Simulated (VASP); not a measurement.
Write the native input for VASP 6.6.1 that does the following.

- Task: single point
- Functional: r2SCAN
- Potentials or basis: VASP PAW PBE potentials, release 64 (Zn, S)
- Cutoff: 520 eV
- k mesh: 8 × 8 × 8
- Occupations: gaussian, width 0.01 eV
- Spin: no spin polarisation
- Dipole correction: no
- Further INCAR settings: ALGO = Normal; EDIFF = 1e-06; NBANDS = 16

The system is ZnS.

```xyz
2
Lattice="2.7183 2.7183 0.0000 -2.7183 2.7183 0.0000 0.0000 2.7183 2.7183" Properties=species:S:1:pos:R:3 pbc="T T T"
Zn    1.3592    4.0775    1.3592
S     0.0000    0.0000    0.0000
```

These files were run (other wordings do the same):

POSCAR

```
ZnS
1.0
    2.7183270877      2.7183270877      0.0000000000
   -2.7183270877      2.7183270877      0.0000000000
    0.0000000000      2.7183270877      2.7183270877
Zn S
1 1
Direct
    0.7500000000      0.2500000000      0.5000000000
    0.0000000000      0.0000000000      0.0000000000
```

INCAR.step1

```
  ALGO = Normal
  EDIFF = 1E-4
  ENCUT = 520
  GGA = PE
  ISMEAR = 0
  LASPH = T
  LCHARG = F
  LREAL = F
  LWAVE = T
  NBANDS = 16
  NELM = 100
  PREC = Accurate
  SIGMA = 0.01
```

INCAR.step2

```
  ALGO = Normal
  EDIFF = 1E-6
  ENCUT = 520
  ISIF = 2
  ISMEAR = 0
  ISTART = 1
  LASPH = T
  LCHARG = F
  LMIXTAU = T
  LREAL = F
  LWAVE = F
  METAGGA = R2SCAN
  NBANDS = 16
  NELM = 100
  PREC = Accurate
  SIGMA = 0.01
```

KPOINTS

```
k-points
0
Gamma
  8 8 8
```

Potentials or basis: VASP PAW PBE potentials, release 64 (Zn, S).

The run is started by

```bash
$ cat potpaw_PBE.64/Zn/POTCAR potpaw_PBE.64/S/POTCAR > POTCAR
$ cp INCAR.step1 INCAR
$ mpirun -np 1 vasp_std > vasp.out
$ cp INCAR.step2 INCAR
$ mpirun -np 1 vasp_std > vasp.out
```

Results of the run:

```json
{
  "Pressure": "-1.9 GPa",
  "Band gap on the k mesh": "2.59 eV"
}
```

Caveat: the PAW data sets were made with another functional, which shifts forces and pressure a little.

Wall time 2.5 min on 1 thread of Intel Xeon 8259CL, with other jobs on the host, peak memory 0.18 GiB.
